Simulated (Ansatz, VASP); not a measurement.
Se in VASP and in Ansatz

Contents of INCAR:

```
SYSTEM = Se
  ALGO = Normal
  EDIFF = 1E-6
  ENCUT = 520
  GGA = RE
  ISIF = 2
  ISMEAR = -1
  LASPH = .True.
  LCHARG = .False.
  LREAL = .False.
  LWAVE = .False.
  NBANDS = 13
  NELM = 100
  PREC = Accurate
  SIGMA = 0.1
```

KPOINTS

```
k-points
0
Gamma
  10 10 10
  0 0 0
```

Contents of POSCAR:

```
Se
1.0
    0.0000000000      3.2383842261      3.2383842261
    3.2383842261      0.0000000000      3.2383842261
    3.2383842261      3.2383842261      0.0000000000
Se
2
Direct
    0.1250000000      0.1250000000      0.1250000000
    0.8750000000      0.8750000000      0.8750000000
```

Input for Ansatz:

```yaml
crystal:
  lattice:
    - [0.0, 3.2383842261, 3.2383842261]
    - [3.2383842261, 0.0, 3.2383842261]
    - [3.2383842261, 3.2383842261, 0.0]
  atoms:
    - { symbol: Se, position: [0.125, 0.125, 0.125] }
    - { symbol: Se, position: [0.875, 0.875, 0.875] }
hamiltonian:
  xc: revpbe
  pseudopotentials:
    kind: paw
    azcp:
      Se: "pseudopotentials/Se.paw.azcp"
basis:
  ecutwfc: 420
  fft_grid_basis: typed
kpoints:
  mp_grid: { grid: [10, 10, 10], shift: [0, 0, 0] }
magnetization:
  spin_polarized: false
scf:
  occupations: { method: fermi_dirac, width: 0.1 }
  lower_state_search: "off"
output:
  stress: true
  write_density: true
  write_potential: true
  elf: true
  volumetric_format: npy
```

Alike in both runs: task single point; functional revPBE; k mesh 10 × 10 × 10; occupations fermi-dirac, width 0.1 eV; no spin polarisation.

|  | VASP | Ansatz |
| --- | --- | --- |
| version | VASP 6.6.1 | Ansatz 0.2.0 |
| potentials or method | VASP PAW PBE potentials, release 64 (Se), cutoff 520 eV | plane waves (420 eV) with PAW, scalar-relativistic |
| valence electrons in the cell | 12 | 32 |

|  | VASP | Ansatz | Ansatz less VASP |
| --- | --- | --- | --- |
| pressure (GPa) | -1.3 | -1.3 | 0.00 |

VASP's potentials were made for PBE, not for revPBE. The functional is the same, so the differences come from potentials, cutoffs and numerics. VASP's potentials hold 12 valence electrons a cell and Ansatz's 32, so a difference there can come from the potentials and not from the codes.
